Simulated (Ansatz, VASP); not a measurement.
## Cd in VASP and in Ansatz

The input INCAR:

```
SYSTEM = Cd
PREC     = Accurate       ! precision mode
ENCUT    = 520            ! plane-wave cutoff, eV
EDIFF    = 1E-6           ! SCF threshold, eV
ISMEAR   = -1             ! smearing method
SIGMA    = 0.05           ! smearing width, eV
LREAL    = .FALSE.        ! projectors in reciprocal space
LASPH    = .TRUE.         ! aspherical terms in the spheres
NELM     = 100            ! most SCF steps
ALGO     = Normal         ! electronic algorithm
ISIF     = 2              ! what is computed and relaxed
LWAVE    = .FALSE.        ! write WAVECAR
LCHARG   = .FALSE.        ! write CHGCAR
GGA      = PS             ! functional
NBANDS   = 19             ! bands
```

File KPOINTS:

```
Automatic mesh
0
G
  14 14 7
  0 0 0
```

The input POSCAR:

```
Cd
1.0
    2.9788725081      0.0000000000      0.0000000000
   -1.4894362540      2.5797792666      0.0000000000
    0.0000000000      0.0000000000      5.6176500000
Cd
2
Direct
    0.3333333333      0.6666666667      0.2500000000
    0.6666666667      0.3333333333      0.7500000000
```

Input for Ansatz:

```yaml
crystal:
  lattice:
    - [2.9788725081, 0.0, 0.0]
    - [-1.489436254, 2.5797792666, 0.0]
    - [0.0, 0.0, 5.61765]
  atoms:
    - { symbol: Cd, position: [0.3333333333, 0.6666666667, 0.25] }
    - { symbol: Cd, position: [0.6666666667, 0.3333333333, 0.75] }
kpoints:
  mp_grid: { grid: [14, 14, 7] }
  band_path:
    path:
      - [0.0, 0.0, 0.0]
      - [0.5, 0.0, 0.0]
      - [0.3333333333, 0.3333333333, 0.0]
      - [0.0, 0.0, 0.0]
      - [0.0, 0.0, 0.5]
      - [0.5, 0.0, 0.5]
      - [0.3333333333, 0.3333333333, 0.5]
      - [0.0, 0.0, 0.5]
      - [0.5, 0.0, 0.5]
    npoints: 5
scf:
  occupations: { method: fermi_dirac, width: 0.05 }
hamiltonian:
  xc: pbesol
  pseudopotentials: { kind: all_electron, lapw: { basis_error: 0.00025 } }
output:
  forces: true
  stress: true
  eigenvalues: true
```

Alike in both runs: task single point; functional PBEsol; k mesh 14 × 14 × 7; occupations fermi-dirac, width 0.05 eV; no spin polarisation.

|  | VASP | Ansatz |
| --- | --- | --- |
| version | VASP 6.6.1 | Ansatz 0.2.0 |
| potentials or method | VASP PAW PBE potentials, release 64 (Cd), cutoff 520 eV | all-electron LAPW, scalar-relativistic |

```csv
,VASP,Ansatz,Ansatz less VASP
pressure (GPa),-1.1,-1.4,-0.35
"traceless stress, the component that is largest in VASP (GPa)",-0.32,-0.17,+0.151
```

VASP's potentials were made for PBE, not for PBEsol. Ansatz ran all-electron here, and VASP with PAW potentials.
